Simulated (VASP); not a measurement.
Set up this calculation in VASP 6.6.1, as the native input.

- Task: single point
- Functional: PBE
- Potentials or basis: VASP PAW PBE potentials, release 64 (Ca_sv, O)
- Cutoff: 520 eV
- k mesh: 9 × 9 × 6
- Occupations: gaussian, width 0.05 eV
- Spin: no spin polarisation
- Dipole correction: no
- Further INCAR settings: ALGO = Normal; EDIFF = 1e-06; NBANDS = 24

The structure of CaO lies in POSCAR:

```
CaO
1.0
    3.9111648686      0.0000000000      0.0000000000
   -1.9555824343      3.6417303022      0.0000000000
    0.0000000000      0.0000000000      4.6793913223
Ca O
2 2
Direct
    0.3333333333      0.6666666667      0.7500000000
    0.6666666667      0.3333333333      0.2500000000
    0.3333333333      0.6666666667      0.2500000000
    0.6666666667      0.3333333333      0.7500000000
```

This cell differs from its parent crystal: strain +e along x and -e along y -0.0367, strain +e along z and -e/2 along x and y -0.0267.

These files were run (other wordings do the same):

INCAR

```
ALGO = Normal
EDIFF = 1E-6
ENCUT = 520
GGA = PE
ISIF = 2
ISMEAR = 0
LASPH = True
LCHARG = False
LREAL = False
LWAVE = False
NBANDS = 24
NELM = 80
PREC = Accurate
SIGMA = 0.05
```

KPOINTS

```
k-points
0
Gamma
  9 9 6
```

Potentials or basis: VASP PAW PBE potentials, release 64 (Ca_sv, O).

Launch:

```console
$ cat potpaw_PBE.64/Ca_sv/POTCAR potpaw_PBE.64/O/POTCAR > POTCAR
$ mpirun -np 1 vasp_std > vasp.out
```

It gave:

The pressure is 1.4 GPa, the largest force is 0.358 eV/Å and the band gap on the k mesh is 3.01 eV, direct.

Caveat: the cell differs from its parent crystal (strain +e along x and -e along y -0.0367, strain +e along z and -e/2 along x and y -0.0267).

It took 2.1 min on 1 thread of Oxide Virtual Turin-like Processor, on a shared host, peak memory 0.24 GiB.
